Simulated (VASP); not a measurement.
Runs of VASP 6.6.1 on SnO2. The structure is that of space group Pbcn (No. 60), or close to it. The cells are those of the table. 

| cell | gap on the mesh (eV) | pressure (GPa) | largest force (eV/Å) |
| --- | --- | --- | --- |
| a = 4.913, b = 5.491, c = 5.436 Å, 12 atoms | (b) | -9.0 | 0.35 |
| a = 4.516, b = 5.184, c = 4.996 Å, 12 atoms | 3.51 | 59.8 | 0.89 |
| a = 4.820, b = 5.994, c = 5.333 Å, 12 atoms | 0.50 | -16.3 | 0.24 |
| a = 4.950, b = 5.682, c = 5.477 Å, 12 atoms | 0.36 | -16.5 | 0.35 |
| a = 4.660, b = 5.795, c = 5.156 Å, 12 atoms | 1.58 | (c) | 0.15 |
| a = 4.784, b = 5.792, c = 5.293 Å, 12 atoms | 0.98 | (a) | 0.14 |

Alike in all rows: task single point; level LDA; potentials or basis VASP PAW LDA potentials, release 64 (Sn_d, O); no spin polarisation; k mesh 6 × 6 × 6; cutoff (eV) 520; smearing gaussian 0.05 eV.

**Question.** Fill in the values left out.

**Answer.** (a) -8.9; (b) 0.72; (c) 1.6.

Caveats: spin-orbit coupling is left out, which moves the levels of the heavy elements; semilocal functionals underestimate gaps, and a narrow one can read as zero (at least some runs); the cell stands under tension (at least some runs); the stress differs along the axes, from -15 to 0 GPa (at least some runs); the stress differs along the axes, from 56 to 67 GPa (at least some runs); the stress differs along the axes, from -21 to -11 GPa (at least some runs); the stress differs along the axes, from -2 to 4 GPa (at least some runs).

A k mesh can miss the band edges, and the runs leave out spin-orbit coupling on Sn.
